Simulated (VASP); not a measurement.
Input of a VASP 6.6.1 run:

File INCAR:

```
PREC     = Accurate       # precision mode
ENCUT    = 520            # plane-wave cutoff, eV
EDIFF    = 1E-6           # SCF threshold, eV
ISMEAR   = 0              # smearing method
SIGMA    = 0.1            # smearing width, eV
LREAL    = F              # projectors in reciprocal space
LASPH    = T              # aspherical terms in the spheres
NELM     = 60             # most SCF steps
ALGO     = Normal         # electronic algorithm
ISIF     = 2              # what is computed and relaxed
LWAVE    = F              # write WAVECAR
LCHARG   = F              # write CHGCAR
GGA      = PE             # functional
NBANDS   = 14             # bands
```

File KPOINTS:

```
regular mesh
0
Gamma
  4 4 4
```

POSCAR

```
Al2Cl
1.0
    3.7891741700      0.0000000000      0.0000000000
    0.0000000000      3.7891741700      0.0000000000
    0.0000000000      0.0000000000      4.7668408700
Al Cl
2 1
Direct
    0.5000000000      0.0000000000      0.3480306200
    0.0000000000      0.5000000000      0.3480306200
    0.0000000000      0.0000000000      0.3848475800
```

Potentials or basis: VASP PAW PBE potentials, release 64 (Al, Cl).

Command:

```bash
$ cat potpaw_PBE.64/Al/POTCAR potpaw_PBE.64/Cl/POTCAR > POTCAR
$ mpirun -np 1 vasp_std > vasp.out
```

Q: Predict the pressure.

A: 50.1 GPa.

Q: What does it give for the largest force?

A: 3.340 eV/Å.

Stress tensor (GPa, compression positive):
```
76.66  0.00  0.00
 0.00 76.66  0.00
 0.00  0.00 -2.91
```

Caveat: the k points lie up to 0.41 Å⁻¹ apart; an odd number of electrons without spin polarisation forces a metal; a magnetic or distorted state may lie lower.
